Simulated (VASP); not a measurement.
# GaF (F-43m) in VASP: settings compared, part 2 of 2

VASP 6.6.1.

## 4. Single point, HF

This run uses another cell than the first one, of 26.39 Å³/atom.

The input, POSCAR:

```
GaF
1.0
    0.0000000000      2.9772908530      2.9772908530
    2.9772908530      0.0000000000      2.9772908530
    2.9772908530      2.9772908530      0.0000000000
Ga F
1 1
Direct
    0.2500000000      0.2500000000      0.2500000000
    0.0000000000      0.0000000000      0.0000000000
```

The input, INCAR.step1:

```
PREC     = Accurate       # precision mode
ENCUT    = 520            # plane-wave cutoff, eV
EDIFF    = 1E-5           # SCF threshold, eV
ISMEAR   = -1             # smearing method
SIGMA    = 0.05           # smearing width, eV
LREAL    = F              # projectors in reciprocal space
LASPH    = T              # aspherical terms in the spheres
NELM     = 100            # most SCF steps
ALGO     = Normal         # electronic algorithm
ISIF     = 2              # what is computed and relaxed
LWAVE    = T              # write WAVECAR
NBANDS   = 17             # bands
GGA      = PE             # functional
```

The input, INCAR.step2:

```
PREC     = Accurate       # precision mode
ENCUT    = 520            # plane-wave cutoff, eV
EDIFF    = 1E-6           # SCF threshold, eV
ISMEAR   = -1             # smearing method
SIGMA    = 0.05           # smearing width, eV
LREAL    = F              # projectors in reciprocal space
LASPH    = T              # aspherical terms in the spheres
NELM     = 100            # most SCF steps
ALGO     = Normal         # electronic algorithm
ISIF     = 2              # what is computed and relaxed
LWAVE    = F              # write WAVECAR
LCHARG   = T              # write CHGCAR
GGA      = PE             # functional
LHFCALC  = T              # exact exchange
AEXX     = 1.0            # exact-exchange fraction
ALDAC    = 0.0          
AGGAC    = 0.0          
PRECFOCK = Normal       
LELF     = T              # ELF
LVHAR    = T            
NBANDS   = 17             # bands
ISTART   = 1
```

The input, KPOINTS:

```
Automatic mesh
0
Gamma
  4 4 4
```

Potentials or basis: VASP PAW PBE potentials, release 64 (Ga_d, F).

Started as:

```
$ cat potpaw_PBE.64/Ga_d/POTCAR potpaw_PBE.64/F/POTCAR > POTCAR
$ cp INCAR.step1 INCAR
$ mpirun -np 1 vasp_std > vasp.out
$ cp INCAR.step2 INCAR
$ mpirun -np 1 vasp_std > vasp.out
```

OUTCAR:

```text
PREC = Accurate
   ENCUT = 520
   EDIFF = 1E-6
   ISMEAR = -1
   LREAL = F
   LASPH = T
   NELM = 100
   ISIF = 2
   GGA = PE
   LHFCALC = T
   AEXX = 1.0
   PRECFOCK = Normal
   ISTART = 1

 ion  position               nearest neighbor table
   1  0.250  0.250  0.250-
   2  0.000  0.000  0.000-

  LATTYP: Found a face centered cubic cell.
 ALAT       =     5.9545817060

  Lattice vectors:

 A1 = (   0.0000000000,   2.9772908530,   2.9772908530)
 A2 = (   2.9772908530,   0.0000000000,   2.9772908530)
 A3 = (   2.9772908530,   2.9772908530,   0.0000000000)

Analysis of symmetry for initial positions (statically):
=====================================================================
 Subroutine PRICEL returns:
 Original cell was already a primitive cell.

 Routine SETGRP: Setting up the symmetry group for a
 face centered cubic supercell.

 Subroutine GETGRP returns: Found 24 space group operations
 (whereof 24 operations were pure point group operations)
 out of a pool of 48 trial point group operations.

The static configuration has the point symmetry T_d .

Analysis of symmetry for dynamics (positions and initial velocities):
=====================================================================
 Subroutine PRICEL returns:
 Original cell was already a primitive cell.

 Routine SETGRP: Setting up the symmetry group for a
 face centered cubic supercell.

 Subroutine GETGRP returns: Found 24 space group operations
 (whereof 24 operations were pure point group operations)
 out of a pool of 48 trial point group operations.

The dynamic configuration has the point symmetry T_d .

 Subroutine INISYM returns: Found 24 space group operations
 (whereof 24 operations are pure point group operations),
[... 99 lines left out ...]
     AMIX_MAG =   1.60;   BMIX_MAG =  1.00
  volume/ion in A,a.u.               =      26.39       178.10
  Fermi-wavevector in a.u.,A,eV,Ry     =   1.184641  2.238648 19.094079  1.403375
  Thomas-Fermi vector in A             =   2.320851
   LORBIT       =      0    0 simple, 1 ext, 2 COOP (PROOUT), +10 PAW based schemes
   GGA     = PE    functional components
   LHFCALC =     T    Hartree Fock is set to
   PRECFOCK=normal    Normal, Fast or Accurate (Low or Medium for compatibility)
   ENCUT4O =  -1.0   cutoff for four orbital integrals eV
   NKREDX  =     1    reduce k-point grid by
   NKREDY  =     1    reduce k-point grid by
   NKREDZ  =     1    reduce k-point grid by
   AEXX    =    1.0000 exact exchange contribution
   HFSCREEN=    0.0000 screening length (either q_TF or 0.3 A-1)
   HFSCREENC=   0.0000 screening length for correlation (either q_TF or 0.3 A-1)
   ENCUTFOCK=  -1.0 apply spherical cutoff to Coloumb kernel
   IVDW    =     0    specifies the selected vdW correction
   LEPSILON=     F    determine dielectric tensor
   LRPA    =     F    only Hartree local field effects (RPA)
 non-spin polarized calculation
  energy-cutoff  :      520.00
  volume of cell :       52.78
 maximum number of plane-waves:      1428
  NGX = 24; NGY = 24; NGZ = 24

 number of electron      20.0000022 magnetization

 Free energy of the ion-electron system (eV)
  ---------------------------------------------------
  ext. energy  EPLUGINS =         0.00000000
  ---------------------------------------------------
  free energy    TOTEN  =       -16.90938375 eV

  energy without entropy =      -16.90938375  energy(sigma->0) =      -16.90938375

 E-fermi :  -2.9321     XC(G=0):   0.0000

 val. band max:       -4.0988200712   @ k =   0.5000   0.5000   0.0000
 cond. band min:       5.2498716619   @ k =   0.5000   0.5000   0.0000
 fundamental gap:      9.3486917331
 Fermi energy:        -2.9321440378

 k-point     1 :       0.0000    0.0000    0.0000
  band No.  band energies     occupation
      1     -34.6630      2.00000
      2     -26.7083      2.00000
      3     -26.7083      2.00000
      4     -26.7083      2.00000
      5     -26.6862      2.00000
      6     -26.6862      2.00000
[... 137 lines left out ...]
      4     -26.6887      2.00000
      5     -26.6851      2.00000
      6     -26.6817      2.00000
[... 9 lines left out ...]
     16      16.8110      0.00000
     17      18.7569      0.00000

------------------------ aborting loop because EDIFF is reached ----------------------------------------

  FORCE on cell =-STRESS in cart. coord.  units (eV):
  Direction    XX          YY          ZZ          XY          YZ          ZX
  --------------------------------------------------------------------------------------
  -------------------------------------------------------------------------------------
  Total       -0.0666632     -0.0666632     -0.0666632     -0.0000000     -0.0000000      0.0000000
  in kB       -2.0234982     -2.0234982     -2.0234982     -0.0000000     -0.0000000      0.0000000
  external PRESSURE =      -2.0234982 kB  Pullay stress =       0.0000000 kB

 VOLUME and BASIS-vectors are now :
 -----------------------------------------------------------------------------
  energy-cutoff  :      520.00
  volume of cell :       52.78
      direct lattice vectors                 reciprocal lattice vectors
     0.000000000  2.977290853  2.977290853    -0.167937909  0.167937909  0.167937909
     2.977290853  0.000000000  2.977290853     0.167937909 -0.167937909  0.167937909
     2.977290853  2.977290853  0.000000000     0.167937909  0.167937909 -0.167937909

 POSITION                                       TOTAL-FORCE (eV/Angst)
 -----------------------------------------------------------------------------------
      1.48865      1.48865      1.48865        -0.000000      0.000000      0.000000
      0.00000      0.00000      0.00000         0.000000     -0.000000     -0.000000
 -----------------------------------------------------------------------------------
    total drift:                                0.000000     -0.000007     -0.000005

  FREE ENERGIE OF THE ION-ELECTRON SYSTEM (eV)
  ---------------------------------------------------
  free  energy   TOTEN  =       -16.9093837455 eV

  energy  without entropy=      -16.9093837455  energy(sigma->0) =      -16.90938375
```

OSZICAR.step1:

```text
N       E                     dE             d eps       ncg     rms          rms(c)
DAV:   1     0.123894505073E+03    0.12389E+03   -0.96201E+03   272   0.157E+03
DAV:   2     0.330354729180E+01   -0.12059E+03   -0.11295E+03   312   0.333E+02
DAV:   3    -0.865750349207E+01   -0.11961E+02   -0.11912E+02   300   0.933E+01
DAV:   4    -0.883296857070E+01   -0.17547E+00   -0.17538E+00   355   0.120E+01
DAV:   5    -0.883541336247E+01   -0.24448E-02   -0.24446E-02   336   0.138E+00    0.616E+00
DAV:   6    -0.754861837868E+01    0.12868E+01   -0.56160E+00   345   0.160E+01    0.263E+00
DAV:   7    -0.750152556014E+01    0.47093E-01   -0.35023E-01   282   0.388E+00    0.115E+00
DAV:   8    -0.747774187782E+01    0.23784E-01   -0.97323E-02   293   0.267E+00    0.310E-01
DAV:   9    -0.747730137048E+01    0.44051E-03   -0.54797E-03   290   0.535E-01    0.102E-01
DAV:  10    -0.747866132808E+01   -0.13600E-02   -0.13959E-03   277   0.240E-01    0.458E-02
DAV:  11    -0.747860969502E+01    0.51633E-04   -0.13449E-04   313   0.775E-02    0.137E-02
DAV:  12    -0.747862432779E+01   -0.14633E-04   -0.28669E-05   277   0.298E-02    0.380E-03
DAV:  13    -0.747862421800E+01    0.10979E-06   -0.68835E-07   239   0.751E-03
   1 F= -.74786242E+01 E0= -.74786242E+01  d E =-.181480E-10
```

Run time: 6.8 min. Hardware: 1 thread of AMD EPYC 9R45 (Zen 5), shared host; peak memory 0.16 GiB.

Results:

```
Free energy            : -16.9094 eV
Pressure               : -0.2 GPa
Band gap on the k mesh : 9.35 eV
```

Caveat: the k points lie up to 0.46 Å⁻¹ apart; the PAW data sets were made with another functional, which shifts forces and pressure a little.

## 5. Relaxation of cell and atoms, HF

The input, POSCAR:

```
GaF
1.0
    0.0000000000      2.8462400000      2.8462400000
    2.8462400000      0.0000000000      2.8462400000
    2.8462400000      2.8462400000      0.0000000000
Ga F
1 1
Direct
    0.2500000000      0.2500000000      0.2500000000
    0.0000000000      0.0000000000      0.0000000000
```

The input, INCAR.step1:

```
ALGO = Normal
EDIFF = 1E-5
ENCUT = 600
GGA = PE
ISMEAR = -1
LASPH = T
LCHARG = F
LREAL = F
LWAVE = T
NBANDS = 17
NELM = 100
PREC = Accurate
SIGMA = 0.05
```

The input, INCAR.step2:

```
AEXX = 1.0
AGGAC = 0.0
ALDAC = 0.0
ALGO = Normal
EDIFF = 1E-7
EDIFFG = -0.01
ENCUT = 600
GGA = PE
IBRION = 2
ISIF = 3
ISMEAR = -1
ISTART = 1
LASPH = T
LCHARG = F
LHFCALC = T
LREAL = F
LWAVE = F
NELM = 100
NSW = 60
PREC = Accurate
PRECFOCK = Normal
SIGMA = 0.05
```

The input, KPOINTS:

```
k-points
0
Gamma
  4 4 4
```

Potentials or basis: VASP PAW PBE potentials, release 64 (Ga_d, F).

Started as:

```
$ cat potpaw_PBE.64/Ga_d/POTCAR potpaw_PBE.64/F/POTCAR > POTCAR
$ cp INCAR.step1 INCAR
$ mpirun -np 1 vasp_std > vasp.out
$ cp INCAR.step2 INCAR
$ mpirun -np 1 vasp_std > vasp.out
```

OUTCAR:

```text
AEXX = 1.0
   EDIFF = 1E-7
   EDIFFG = -0.01
   ENCUT = 600
   GGA = PE
   IBRION = 2
   ISIF = 3
   ISMEAR = -1
   ISTART = 1
   LASPH = T
   LHFCALC = T
   LREAL = F
   NELM = 100
   NSW = 60
   PREC = Accurate
   PRECFOCK = Normal

 ion  position               nearest neighbor table
   1  0.250  0.250  0.250-
   2  0.000  0.000  0.000-

  LATTYP: Found a face centered cubic cell.
 ALAT       =     5.6924800000

  Lattice vectors:

 A1 = (   0.0000000000,   2.8462400000,   2.8462400000)
 A2 = (   2.8462400000,   0.0000000000,   2.8462400000)
 A3 = (   2.8462400000,   2.8462400000,   0.0000000000)

Analysis of symmetry for initial positions (statically):
[... 172 lines left out ...]
  Total        0.9211657      0.9211657      0.9211657      0.0000000      0.0000000     -0.0000000
  in kB       32.0039666     32.0039666     32.0039666      0.0000000      0.0000000     -0.0000000
  external PRESSURE =      32.0039666 kB  Pullay stress =       0.0000000 kB
[... 95 lines left out ...]
--------------------------------------- Ionic step        4  -------------------------------------------

 number of electron      20.0000017 magnetization

 Free energy of the ion-electron system (eV)
  ---------------------------------------------------
  ext. energy  EPLUGINS =         0.00000000
  ---------------------------------------------------
  free energy    TOTEN  =       -16.90419797 eV

  energy without entropy =      -16.90419797  energy(sigma->0) =      -16.90419797

 E-fermi :  -2.7234     XC(G=0):   0.0000

 val. band max:       -3.9759047438   @ k =   0.5000   0.5000   0.0000
 cond. band min:       5.3113293157   @ k =   0.5000   0.5000   0.0000
 fundamental gap:      9.2872340595
 Fermi energy:        -2.7234124251

 k-point     1 :       0.0000    0.0000    0.0000
  band No.  band energies     occupation
      1     -34.6575      2.00000
      2     -26.6257      2.00000
      3     -26.6257      2.00000
      4     -26.6257      2.00000
      5     -26.6025      2.00000
      6     -26.6025      2.00000
      7     -10.1158      2.00000
      8     -10.1158      2.00000
      9     -10.1158      2.00000
     10      -7.8947      2.00000
     11      10.4929      0.00000
     12      10.4929      0.00000
     13      10.4929      0.00000
     14      12.5829      0.00000
[... 146 lines left out ...]
  FREE ENERGIE OF THE ION-ELECTRON SYSTEM (eV)
  ---------------------------------------------------
  free  energy   TOTEN  =       -16.9041979713 eV

  energy  without entropy=      -16.9041979713  energy(sigma->0) =      -16.90419797

 reached required accuracy - stopping structural energy minimisation
```

OUTCAR.step1:

```text
EDIFF = 1E-5
   ENCUT = 600
   GGA = PE
   ISMEAR = -1
   LASPH = T
   LREAL = F
[... 359 lines left out ...]
 -----------------------------------------------------------------------------------
      1.42312      1.42312      1.42312        -0.000000     -0.000000     -0.000000
      0.00000      0.00000      0.00000         0.000000      0.000000      0.000000
 -----------------------------------------------------------------------------------
    total drift:                                0.000000      0.000000      0.000000

  FREE ENERGIE OF THE ION-ELECTRON SYSTEM (eV)
  ---------------------------------------------------
  free  energy   TOTEN  =        -7.5398473157 eV

  energy  without entropy=       -7.5398473156  energy(sigma->0) =       -7.53984732
```

It took 46 min on 1 thread of AMD EPYC 9R45 (Zen 5), shared host; peak memory 0.18 GiB.

What came out:

| Item | Value |
| --- | --- |
| Free energy | -16.9042 eV |
| Relaxed volume | 26.06 Å³/atom |
| Relaxed cell | a = 4.193 Å, b = 4.193 Å, c = 4.193 Å, α = 60.00°, β = 60.00°, γ = 60.00° |
| Space group after relaxing (to 0.1 Å) | F-43m (No. 216) |
| Energy gained by relaxing | 26.7 meV/atom |
| Ionic steps | 4 |
| Pressure after relaxing | 0.0 GPa |
| Band gap on the k mesh | 9.29 eV |

Step by step:
| step | energy change (eV) | largest force (eV/Å) | pressure (GPa) | volume (Å³) |
| --- | --- | --- | --- | --- |
| 1 | 0.0000 | 0.0000 | 3.20 | 46.12 |
| 2 | -0.0426 | 0.0000 | 1.25 | 49.26 |
| 3 | -0.0529 | 0.0000 | -0.25 | 52.74 |
| 4 | -0.0534 | 0.0000 | -0.01 | 52.13 |

Final structure:
```yaml
crystal:
  lattice:
    - [0.00000, 2.96490, 2.96490]
    - [2.96490, 0.00000, 2.96490]
    - [2.96490, 2.96490, 0.00000]
  atoms:
    - { symbol: Ga, position: [0.25000, 0.25000, 0.25000] }
    - { symbol: F, position: [0.00000, 0.00000, 0.00000] }
```

Levels at points of the mesh, in eV from the valence-band top:
```csv
k point,band 7,band 8,band 9,band 10,band 11,band 12,band 13,band 14
"(0.00, 0.00, 0.00)",-6.14,-6.14,-6.14,-3.92,14.47,14.47,14.47,16.56
"(0.50, 0.00, 0.00)",-7.35,-6.24,-6.24,-1.00,9.49,14.26,14.26,17.27
"(0.50, 0.50, 0.00)",-7.35,-6.40,-6.40,0.00,9.29,13.68,13.68,14.43
```

Caveat: the k points lie up to 0.46 Å⁻¹ apart in the final cell; the PAW data sets were made with another functional, which shifts forces and pressure a little.

## 6. Overview

```csv
task,level,cell,cutoff (eV),share of exact exchange,gap on the mesh (eV),pressure (GPa)
single point,r2SCAN50,"a = 4.025 Å, angles 60.0°, 2 atoms",520,0.5,5.49,-0.9
single point,HF,"a = 4.025 Å, angles 60.0°, 2 atoms",520,1,8.63,3.4
single point,HF,"a = 4.211 Å, angles 60.0°, 2 atoms",520,1,9.35,-0.2
relaxation of cell and atoms,HF,"relaxed from a = 4.025 Å, angles 60.0°, 2 atoms",600,1,9.29,0.0
```

Alike in all rows: potentials or basis VASP PAW PBE potentials, release 64 (Ga_d, F); no spin polarisation; k mesh 4 × 4 × 4; smearing fermi-dirac 0.05 eV.

Caveats: all runs use coarse meshes; the PAW data sets were made with another functional, which shifts forces and pressure a little.

Absolute energies hang on the potentials; compare differences alone.
